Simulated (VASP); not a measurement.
# SnGe5 (F-43m) in VASP: a series of runs, part 2 of 2

VASP 6.6.1. Earlier steps stand in the parts before.

### Step 4. Single point, PBE

This run uses another cell than the first one, of 21.27 Å³/atom.

INCAR reads:

```
SYSTEM = SnGe5
ALGO = Normal ; EDIFF = 1E-6
ENCUT = 520 ; GGA = PE
ISIF = 2 ; ISMEAR = 0
LASPH = .True. ; LCHARG = .False.
LREAL = .False. ; LWAVE = .False.
NBANDS = 51 ; NELM = 100
PREC = Accurate ; SIGMA = 0.1
```

KPOINTS reads:

```
k-points
0
Gamma
  8 8 8
  0 0 0
```

POSCAR reads:

```
SnGe5
1.0
    0.0000000000      3.9958437354      3.9958437354
    3.9958437354      0.0000000000      3.9958437354
    3.9958437354      3.9958437354      0.0000000000
Sn Ge
1 5
Direct
    0.0000000000      0.0000000000      0.0000000000
    0.2500000000      0.2500000000      0.2500000000
    0.6245992492      0.6245992492      0.6245992492
    0.1262022523      0.6245992492      0.6245992492
    0.6245992492      0.1262022523      0.6245992492
    0.6245992492      0.6245992492      0.1262022523
```

Potentials or basis: VASP PAW PBE potentials, release 64 (Sn_d, Ge_d).

Run with:

```
> cat potpaw_PBE.64/Sn_d/POTCAR potpaw_PBE.64/Ge_d/POTCAR > POTCAR
> mpirun -np 1 vasp_std > vasp.out
```

OUTCAR:

```text
SYSTEM = SnGe5
   EDIFF = 1E-6
   ENCUT = 520
   GGA = PE
   ISIF = 2
   ISMEAR = 0
   LASPH = .True.
   LREAL = .False.
   NELM = 100
   PREC = Accurate

 ion  position               nearest neighbor table
   1  0.000  0.000  0.000-   5 3.31   6 3.31   4 3.31   6 3.31   4 3.31   5 3.31   3 3.31   3 3.31
                             3 3.31   4 3.31   5 3.31   6 3.31
   2  0.250  0.250  0.250-
   3  0.625  0.625  0.625-   4 2.82   5 2.82   6 2.82   4 2.83   5 2.83   6 2.83   1 3.31   1 3.31
                             1 3.31
   4  0.126  0.625  0.625-   3 2.82   5 2.82   6 2.82   5 2.83   6 2.83   3 2.83   1 3.31   1 3.31
                             1 3.31
   5  0.625  0.126  0.625-   3 2.82   4 2.82   6 2.82   4 2.83   6 2.83   3 2.83   1 3.31   1 3.31
                             1 3.31
   6  0.625  0.625  0.126-   3 2.82   4 2.82   5 2.82   5 2.83   4 2.83   3 2.83   1 3.31   1 3.31
                             1 3.31

  LATTYP: Found a face centered cubic cell.
 ALAT       =     7.9916874708

  Lattice vectors:

 A1 = (   0.0000000000,   3.9958437354,   3.9958437354)
 A2 = (   3.9958437354,   0.0000000000,   3.9958437354)
 A3 = (   3.9958437354,   3.9958437354,   0.0000000000)

Analysis of symmetry for initial positions (statically):
=====================================================================
 Subroutine PRICEL returns:
 Original cell was already a primitive cell.

 Routine SETGRP: Setting up the symmetry group for a
 face centered cubic supercell.

 Subroutine GETGRP returns: Found 24 space group operations
 (whereof 24 operations were pure point group operations)
 out of a pool of 48 trial point group operations.

The static configuration has the point symmetry T_d .

Analysis of symmetry for dynamics (positions and initial velocities):
=====================================================================
 Subroutine PRICEL returns:
 Original cell was already a primitive cell.

 Routine SETGRP: Setting up the symmetry group for a
 face centered cubic supercell.

 Subroutine GETGRP returns: Found 24 space group operations
 (whereof 24 operations were pure point group operations)
 out of a pool of 48 trial point group operations.

The dynamic configuration has the point symmetry T_d .

 Subroutine INISYM returns: Found 24 space group operations
 (whereof 24 operations are pure point group operations),
 and found     1 'primitive' translations

----------------------------------------------------------------------------------------

                                     Primitive cell

  volume of cell :     127.6014

  direct lattice vectors                    reciprocal lattice vectors
     0.000000000  3.995843735  3.995843735    -0.125130018  0.125130018  0.125130018
     3.995843735  0.000000000  3.995843735     0.125130018 -0.125130018  0.125130018
     3.995843735  3.995843735  0.000000000     0.125130018  0.125130018 -0.125130018

  length of vectors
     5.650976404  5.650976404  5.650976404     0.216731549  0.216731549  0.216731549

  position of ions in fractional coordinates (direct lattice)
     0.000000000  0.000000000  0.000000000
     0.250000000  0.250000000  0.250000000
     0.624599249  0.624599249  0.624599249
     0.126202252  0.624599249  0.624599249
[... 41 lines left out ...]
  0.125000  0.000000  0.000000      8.000000
  0.250000  0.000000  0.000000      8.000000
  0.375000  0.000000  0.000000      8.000000
  0.500000  0.000000  0.000000      4.000000
  0.125000  0.125000  0.000000      6.000000
[... 16 lines left out ...]
  0.500000  0.250000  0.125000     48.000000
 -0.375000  0.250000  0.125000     24.000000
 [... further k-points ...]
   k-points           NKPTS =     29   k-points in BZ     NKDIM =     29   number of bands    NBANDS=     51
   number of dos      NEDOS =    301   number of ions     NIONS =      6
   total plane-waves  NPLWV =  74088
   dimension x,y,z NGX =    42 NGY =   42 NGZ =   42
   dimension x,y,z NGXF=    84 NGYF=   84 NGZF=   84
   ions per type =               1   5
   NGX,Y,Z   is equivalent  to a cutoff of  12.36, 12.36, 12.36 a.u.
   NGXF,Y,Z  is equivalent  to a cutoff of  24.71, 24.71, 24.71 a.u.
 SYSTEM =  SnGe5
   PREC   = accura    normal or accurate (medium, high low for compatibility)
   ISTART =      0    job   : 0-new  1-cont  2-samecut
   ICHARG =      2    charge: 1-file 2-atom 10-const
   ISPIN  =      1    spin polarized calculation?
   LNONCOLLINEAR =      F non collinear calculations
   LSORBIT =      F    spin-orbit coupling
   LASPH  =      T    aspherical Exc in radial PAW
   ENCUT  =  520.0 eV  38.22 Ry    6.18 a.u.  10.51 10.51 10.51*2*pi/ulx,y,z
   NELM   =    100;   NELMIN=  2; NELMDL= -5     # of ELM steps
   EDIFF  = 0.1E-05   stopping-criterion for ELM
   LREAL  =      F    real-space projection
   EDIFFG = 0.1E-04   stopping-criterion for IOM
   NSW    =      0    number of steps for IOM
   IBRION =     -1    ionic relax: 0-MD 1-quasi-New 2-CG
   NFREE  =      0    steps in history (QN), initial steepest desc. (CG)
   ISIF   =      2    stress and relaxation
   ISYM   =      2    0-nonsym 1-usesym 2-fastsym
   POTIM  = 0.5000    time-step for ionic-motion
   TEBEG  =    0.0;   TEEND  =   0.0 temperature during run
   PSTRESS=    0.0 pullay stress
   NELECT =      84.0000    total number of electrons
   NUPDOWN=      -1.0000    fix difference up-down
   EMIN   =  10.00;   EMAX   =-10.00  energy-range for DOS
   EFERMI =   0.00;   METHOD = LEGACY
   ISMEAR =     0;   SIGMA  =   0.10  broadening in eV -4-tet -1-fermi 0-gaus
   EFERMI_NEDOS =   21; number of points for ismear=-14 and -15
   IALGO  =     38    algorithm
   IMIX   =      4    mixing-type and parameters
     AMIX     =   0.40;   BMIX     =  1.00
     AMIX_MAG =   1.60;   BMIX_MAG =  1.00
  volume/ion in A,a.u.               =      21.27       143.52
  Fermi-wavevector in a.u.,A,eV,Ry     =   1.424129  2.691214 27.594579  2.028144
  Thomas-Fermi vector in A             =   2.544653
   LORBIT       =      0    0 simple, 1 ext, 2 COOP (PROOUT), +10 PAW based schemes
   GGA     = PE    functional components
   LHFCALC =     F    Hartree Fock is set to
   AEXX    =    0.0000 exact exchange contribution
   IVDW    =     0    specifies the selected vdW correction
   LEPSILON=     F    determine dielectric tensor
   LRPA    =     F    only Hartree local field effects (RPA)
 non-spin polarized calculation
 Gauss-broadening in eV      SIGMA  =   0.10
  energy-cutoff  :      520.00
  volume of cell :      127.60
 maximum number of plane-waves:      3479
   NGX = 21   NGY = 21   NGZ = 21

 number of electron      83.9999966 magnetization

 Free energy of the ion-electron system (eV)
  ---------------------------------------------------
  ext. energy  EPLUGINS =         0.00000000
  ---------------------------------------------------
  free energy    TOTEN  =       -24.33261329 eV

  energy without entropy =      -24.31523626  energy(sigma->0) =      -24.32392477

 E-fermi :   6.6154     XC(G=0): -10.8396

 val. band max:        6.6112243343   @ k =   0.2500   0.1250   0.0000
 cond. band min:       6.6362851109   @ k =   0.3750   0.2500   0.1250
 fundamental gap:      0.0250607767
 Fermi energy:         6.6154482393

 k-point     1 :       0.0000    0.0000    0.0000
  band No.  band energies     occupation
      1     -18.3386      2.00000
      2     -18.3386      2.00000
      3     -18.3386      2.00000
      4     -18.3379      2.00000
      5     -18.3379      2.00000
      6     -18.2218      2.00000
[... 1285 lines left out ...]
     50      10.8548      0.00000
     51      11.1037      0.00000

 [... further k-points ...]

------------------------ aborting loop because EDIFF is reached ----------------------------------------

  FORCE on cell =-STRESS in cart. coord.  units (eV):
  Direction    XX          YY          ZZ          XY          YZ          ZX
  --------------------------------------------------------------------------------------
  -------------------------------------------------------------------------------------
  Total        0.0178680      0.0178680      0.0178680      0.0000000     -0.0000000      0.0000000
  in kB        0.2243520      0.2243520      0.2243520      0.0000000     -0.0000000      0.0000000
  external PRESSURE =       0.2243520 kB  Pullay stress =       0.0000000 kB

 VOLUME and BASIS-vectors are now :
 -----------------------------------------------------------------------------
  energy-cutoff  :      520.00
  volume of cell :      127.60
      direct lattice vectors                 reciprocal lattice vectors
     0.000000000  3.995843735  3.995843735    -0.125130018  0.125130018  0.125130018
     3.995843735  0.000000000  3.995843735     0.125130018 -0.125130018  0.125130018
     3.995843735  3.995843735  0.000000000     0.125130018  0.125130018 -0.125130018

 POSITION                                       TOTAL-FORCE (eV/Angst)
 -----------------------------------------------------------------------------------
      0.00000      0.00000      0.00000         0.000000      0.000000      0.000000
      1.99792      1.99792      1.99792         0.000000      0.000000      0.000000
      4.99160      4.99160      4.99160         0.002003      0.002003      0.002003
      4.99160      3.00009      3.00009         0.002003     -0.002003     -0.002003
      3.00009      4.99160      3.00009        -0.002003      0.002003     -0.002003
      3.00009      3.00009      4.99160        -0.002003     -0.002003      0.002003
 -----------------------------------------------------------------------------------
    total drift:                                0.000001      0.000001      0.000001

  FREE ENERGIE OF THE ION-ELECTRON SYSTEM (eV)
  ---------------------------------------------------
  free  energy   TOTEN  =       -24.3326132854 eV

  energy  without entropy=      -24.3152362620  energy(sigma->0) =      -24.32392477
```

OSZICAR:

```text
N       E                     dE             d eps       ncg     rms          rms(c)
DAV:   1     0.907572235099E+03    0.90757E+03   -0.38976E+04  3370   0.438E+03
DAV:   2     0.166272885012E+03   -0.74130E+03   -0.72263E+03  2958   0.991E+02
DAV:   3    -0.938332752651E+01   -0.17566E+03   -0.17206E+03  3185   0.263E+02
DAV:   4    -0.240818569026E+02   -0.14699E+02   -0.14452E+02  3414   0.842E+01
DAV:   5    -0.245279777545E+02   -0.44612E+00   -0.44383E+00  3326   0.157E+01    0.302E+00
DAV:   6    -0.243533520470E+02    0.17463E+00   -0.44376E-01  4253   0.459E+00    0.158E+00
DAV:   7    -0.243376159087E+02    0.15736E-01   -0.13786E-01  3317   0.238E+00    0.609E-01
DAV:   8    -0.243329975485E+02    0.46184E-02   -0.10673E-02  3792   0.897E-01    0.166E-01
DAV:   9    -0.243325890516E+02    0.40850E-03   -0.22127E-03  3541   0.470E-01    0.621E-02
DAV:  10    -0.243326045273E+02   -0.15476E-04   -0.35506E-04  3664   0.160E-01    0.285E-02
DAV:  11    -0.243326123912E+02   -0.78638E-05   -0.34989E-05  3616   0.539E-02    0.135E-02
DAV:  12    -0.243326132854E+02   -0.89425E-06   -0.31797E-06  2475   0.124E-02
   1 F= -.24332613E+02 E0= -.24323925E+02  d E =-.173770E-01
```

Run time: 1.8 min. Hardware: 1 thread of AMD EPYC 9R45 (Zen 5), shared host; peak memory 0.3 GiB.

What came out:

```yaml
Free_energy: -24.3326 eV
Pressure: 0.0 GPa
Largest_force: 0.003 eV/Å
Band_gap_on_the_k_mesh: zero (bands 42 and 43 overlap by 1.68 eV)
```

Forces in eV/Å, atoms in the order of the input:
```
Sn   0.000  0.000  0.000
Ge   0.000  0.000  0.000
Ge   0.002  0.002  0.002
Ge   0.002 -0.002 -0.002
Ge  -0.002  0.002 -0.002
Ge  -0.002 -0.002  0.002
```

Levels at points of the mesh, in eV from the Fermi level:
```tsv
k point	band 38	band 39	band 40	band 41	band 42	band 43	band 44	band 45	band 46	band 47
(0.00, 0.00, 0.00)	-4.07	-4.07	-4.07	-1.63	-1.63	-1.34	-1.34	-1.34	4.36	4.36
(0.50, 0.00, 0.00)	-4.12	-2.90	-0.63	-0.63	-0.53	-0.03	-0.03	2.17	2.26	3.17
(0.50, 0.50, 0.00)	-1.33	-1.33	-1.30	0.35	0.35	0.65	0.66	1.19	1.32	2.09
```

Caveat: spin-orbit coupling is left out, which moves the levels of the heavy elements.

### Step 5. The runs side by side

```tsv
cell	k mesh	gap on the mesh (eV)	pressure (GPa)	largest force (eV/Å)
a = 5.489 Å, angles 60.0°, 6 atoms, atomic positions A	4 × 4 × 4	none	6.3	0.12
a = 5.657 Å, angles 60.0°, 6 atoms, atomic positions B	4 × 4 × 4	none	-0.2	0.03
a = 5.651 Å, angles 60.0°, 6 atoms, atomic positions C	8 × 8 × 8	none	0.0	-
```

Alike in all rows: task single point; level PBE; potentials or basis VASP PAW PBE potentials, release 64 (Sn_d, Ge_d); no spin polarisation; cutoff (eV) 520; smearing gaussian 0.1 eV.

Caveats: spin-orbit coupling is left out, which moves the levels of the heavy elements; the cell stands under pressure (at least some runs).

Total energies depend on the potentials used, so only differences within one code and one set of settings carry meaning.

The gap in the log of VASP goes by the Fermi energy; the results here count the filled bands.